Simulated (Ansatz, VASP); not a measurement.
**TaAs in VASP and in Ansatz**

```
CELL_PARAMETERS angstrom
-1.71026 1.71026 5.82856
1.71026 -1.71026 5.82856
1.71026 1.71026 -5.82856
ATOMIC_POSITIONS crystal
Ta 0.49997 0.49997 0.00000
Ta 0.24997 0.74997 0.50000
As 0.08263 0.08263 0.00000
As 0.83263 0.33263 0.50000
```

Change from the starting cell: volume scaled by 0.98.

Alike in both runs: task single point; functional LDA; k mesh 11 × 11 × 11; occupations fermi-dirac, width 0.05 eV; no spin polarisation.

```csv
,VASP,Ansatz
version,VASP 6.6.1,Ansatz 0.2.0
potentials or method,"VASP PAW LDA potentials, release 64 (Ta_pv, As), cutoff 520 eV","all-electron LAPW, scalar-relativistic"
```

|  | VASP | Ansatz | Ansatz less VASP |
| --- | --- | --- | --- |
| pressure (GPa) | -2.9 | -4.0 | -1.05 |
| traceless stress, the component that is largest in VASP (GPa) | -0.47 | -0.36 | +0.111 |
| rms of the force components (eV/Å) | 0.019 | 0.016 | -0.0030 |

LDA's correlation is that of Perdew and Zunger in VASP and of Perdew and Wang (1992) in Ansatz. Atom by atom the forces differ by 0.003 eV/Å (rms over components). Ansatz ran all-electron here, and VASP with PAW potentials.

Spin-orbit coupling is off throughout.
